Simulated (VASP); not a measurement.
The system is S.

```
CELL_PARAMETERS angstrom
2.59378 0.00000 0.00000
0.00000 2.59378 0.00000
0.00000 0.00000 2.59378
ATOMIC_POSITIONS crystal
S 0.00000 0.00000 0.00000
```

This isn't the form of S at room conditions, which is orthorhombic, of S8 rings.

Base run:

```yaml
Program: VASP 6.6.1
Functional: PBE
Potentials_or_basis: VASP PAW PBE potentials, release 64 (S)
Cutoff: 500 eV
k_mesh: 9 × 9 × 9
Occupations: gaussian, width 0.05 eV
Spin: no spin polarisation
```

Its results: band gap on the k mesh zero (bands 3 and 4 overlap by 6.37 eV); pressure -0.6 GPa.

Problem. The run is repeated on the same cell with these changes: k mesh from 9 × 9 × 9 to 8 × 8 × 8. What comes out?

Solution. Band gap on the k mesh zero (bands 3 and 4 overlap by 6.65 eV); pressure -0.1 GPa.
